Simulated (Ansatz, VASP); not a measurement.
**MgO: VASP beside Ansatz**

INCAR

```
SYSTEM = MgO
  ALGO = Normal
  EDIFF = 1E-6
  ENCUT = 520
  GGA = PE
  ISIF = 2
  ISMEAR = 0
  LASPH = .True.
  LCHARG = .False.
  LREAL = .False.
  LWAVE = .False.
  NBANDS = 26
  NELM = 60
  PREC = Accurate
  SIGMA = 0.05
```

The input KPOINTS:

```
k-points
0
Gamma
  9 9 2
  0 0 0
```

File POSCAR:

```
MgO
1.0
    3.2803754002      0.0000000000      0.0000000000
   -1.6401877001      2.8408884305      0.0000000000
    0.0000000000      0.0000000000     10.5147056238
Mg O
4 4
Direct
    0.3333333333      0.6666666667      0.9694791811
    0.0000000000      0.0000000000      0.2208070585
    0.0000000000      0.0000000000      0.7208070585
    0.6666666667      0.3333333333      0.4694791811
    0.3333333333      0.6666666667      0.7800540723
   -0.2011964850      0.0000000000      0.5296578681
    0.0000000000      0.0000000000      0.0296578681
    0.6666666667      0.3333333333      0.2800540723
```

Input for Ansatz:

```yaml
crystal:
  lattice:
    - [3.2803754002, 0.0, 0.0]
    - [-1.6401877001, 2.8408884305, 0.0]
    - [0.0, 0.0, 10.5147056238]
  atoms:
    - { symbol: Mg, position: [0.3333333333, 0.6666666667, 0.9694791811] }
    - { symbol: Mg, position: [0.0, 0.0, 0.2208070585] }
    - { symbol: Mg, position: [0.0, 0.0, 0.7208070585] }
    - { symbol: Mg, position: [0.6666666667, 0.3333333333, 0.4694791811] }
    - { symbol: O, position: [0.3333333333, 0.6666666667, 0.7800540723] }
    - { symbol: O, position: [-0.201196485, 0.0, 0.5296578681] }
    - { symbol: O, position: [0.0, 0.0, 0.0296578681] }
    - { symbol: O, position: [0.6666666667, 0.3333333333, 0.2800540723] }
basis:
  ecutwfc: 420
kpoints:
  mp_grid: { grid: [9, 9, 2] }
hamiltonian:
  xc: pbe
  pseudopotentials: { kind: paw, azcp: { folder: soft_1 } }
scf:
  occupations: { method: gaussian, width: 0.05 }
output:
  forces: true
  stress: true
  eigenvalues: true
  write_density: true
  write_potential: true
  elf: true
  volumetric_format: npy
```

Alike in both runs: task single point; functional PBE; k mesh 9 × 9 × 2; occupations gaussian, width 0.05 eV; no spin polarisation.

```csv
,VASP,Ansatz
version,VASP 6.6.1,Ansatz 0.2.0
potentials or method,"VASP PAW PBE potentials, release 64 (Mg, O), cutoff 520 eV","scalar-relativistic, plane waves, PAW"
valence electrons in the cell,32,64
```

Ansatz gave:

| Item | Value |
| --- | --- |
| gap on the k mesh at the Fermi level (eV) | 3.03 |
| least direct gap on the mesh (eV) | 3.03 |
| pressure (GPa) | 9.7 |
| traceless stress, the component that is largest in VASP (GPa) | -13.03 |
| rms of the force components (eV/Å) | 4.269 |

Estimate VASP's values.

gap on the k mesh at the Fermi level (eV): 3.02; least direct gap on the mesh (eV): 3.02; pressure (GPa): 9.9; traceless stress, the component that is largest in VASP (GPa): -13.79; rms of the force components (eV/Å): 4.491.

Atom by atom the forces differ by 0.222 eV/Å (rms over components). VASP's potentials hold 32 valence electrons a cell and Ansatz's 64, so a difference there can come from the potentials and not from the codes.
